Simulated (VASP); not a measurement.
A run of VASP 6.6.1 is set up as follows.

Contents of INCAR:

```
PREC = Accurate ; ENCUT = 520
EDIFF = 1E-6 ; ISMEAR = 0
SIGMA = 0.1 ; LREAL = False
LASPH = True ; NELM = 80
ALGO = Normal ; ISIF = 2
LWAVE = False ; LCHARG = False
GGA = PE ; NBANDS = 46
```

The input KPOINTS:

```
regular mesh
0
Gamma
  6 6 4
```

File POSCAR:

```
Ge5P
1.0
    5.1891736744      0.0000000000      0.0000000000
   -2.5945868372      4.4939562267      0.0000000000
    0.0000000000      0.0000000000      4.7810359442
Ge P
5 1
Direct
    0.6748148806      0.0000000000      0.0000000000
    0.0000000000      0.6748148806      0.0000000000
    0.3251851194      0.3251851194      0.0000000000
    0.3333333333      0.6666666667      0.5000000000
    0.6666666667      0.3333333333      0.5000000000
    0.0000000000      0.0000000000      0.5000000000
```

Potentials or basis: VASP PAW PBE potentials, release 64 (Ge_d, P).

Run with:

```sh
$ cat potpaw_PBE.64/Ge_d/POTCAR potpaw_PBE.64/P/POTCAR > POTCAR
$ mpirun -np 1 vasp_std > vasp.out
```

Question: Estimate the largest force.

Answer: 0.038 eV/Å.

Question: What does it give for the pressure?

Answer: -0.1 GPa.

Forces in eV/Å, atoms in the order of the input:
```
Ge   0.038  0.000  0.000
Ge  -0.019  0.033  0.000
Ge  -0.019 -0.033  0.000
Ge   0.000  0.000  0.000
Ge   0.000  0.000  0.000
P    0.000  0.000  0.000
```
